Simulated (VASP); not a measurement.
Runs of VASP 6.6.1 on W. The structure is that of space group Fd-3m (No. 227), or close to it. The cells are those of the table. This isn't the form of W at room conditions, which is bcc.

```csv
task,cell,k mesh,cutoff (eV),gap on the mesh (eV),pressure (GPa)
single point,"a = 4.092 Å, angles 60.0°, 2 atoms",11 × 11 × 11,520,none,(a)
single point,"a = 4.195 Å, angles 60.0°, 2 atoms",11 × 11 × 11,520,none,-11.8
single point,"a = 3.871 Å, angles 60.0°, 2 atoms",11 × 11 × 11,520,none,24.5
single point,"a = 3.928 Å, angles 60.0°, 2 atoms",11 × 11 × 11,520,none,15.1
relaxation of cell and atoms,"relaxed from a = 3.926 Å, angles 60.0°, 2 atoms",10 × 10 × 10,600,none,0.0
```

Alike in all rows: level LDA; potentials or basis VASP PAW LDA potentials, release 64 (W_sv); no spin polarisation; smearing fermi-dirac 0.1 eV.

Question: Estimate the missing entries.

Answer: (a) -4.0.

Caveats: spin-orbit coupling is left out, which moves the levels of the heavy elements; the cell stands under tension (at least some runs); the cell stands under pressure (at least some runs).

A k mesh can miss the band edges, and the runs leave out spin-orbit coupling on W.

A gap of «none» marks levels without a gap at the run's occupations.
